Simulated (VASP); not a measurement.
Crystal: AlN.

```xyz
4
Lattice="2.9252 0.0000 0.0000 -1.4626 2.5333 0.0000 0.0000 0.0000 4.7768" Properties=species:S:1:pos:R:3 pbc="T T T"
Al    0.0000    1.6889    0.0000
Al    1.4626    0.8444    2.3884
N     0.0000    1.6889    1.7913
N     1.4626    0.8444    4.1797
```

* Program: VASP 6.6.1
* Task: relaxation of cell and atoms
* Functional: PBE
* Potentials or basis: VASP PAW PBE potentials, release 64 (Al, N)
* Cutoff: 600 eV
* k mesh: 12 × 12 × 6
* Occupations: fermi-dirac, width 0.02 eV
* Spin: no spin polarisation

At the start: pressure 51.3 GPa; volume 8.85 Å³/atom.

Question: Where does the relaxation end?

Answer: Over 9 steps the energy falls by 249.5 meV/atom and the volume is 10.63 Å³/atom (+20.2 %); space group P6_3mc (No. 186, to 0.1 Å) before and after.

The path:
| step | energy change (eV) | largest force (eV/Å) | pressure (GPa) | volume (Å³) |
| --- | --- | --- | --- | --- |
| 1 | 0.0000 | 0.2871 | 51.29 | 35.40 |
| 2 | -0.0803 | 0.0356 | -26.46 | 51.98 |
| 3 | -0.9930 | 0.0809 | -1.24 | 42.83 |
| 4 | -0.9939 | 0.0844 | -0.32 | 42.62 |
| 5 | -0.9938 | 0.0870 | 0.38 | 42.47 |
| 6 | -0.9970 | 0.0762 | 0.41 | 42.45 |
| 7 | -0.9976 | 0.0706 | 0.42 | 42.43 |
| 8 | -0.9979 | 0.0407 | -0.37 | 42.60 |
| 9 | -0.9981 | 0.0033 | -0.05 | 42.53 |

Final structure:
```xyz
4
Lattice="3.1286 0.0000 0.0000 -1.5643 2.7095 0.0000 0.0000 0.0000 5.0176" Properties=species:S:1:pos:R:3 pbc="T T T"
Al    0.0000    1.8063    5.0015
Al    1.5643    0.9032    2.4927
N     0.0000    1.8063    1.8977
N     1.5643    0.9032    4.4065
```

Caveat: the volume moved by over 15 % at a fixed basis, so the end points are rough.
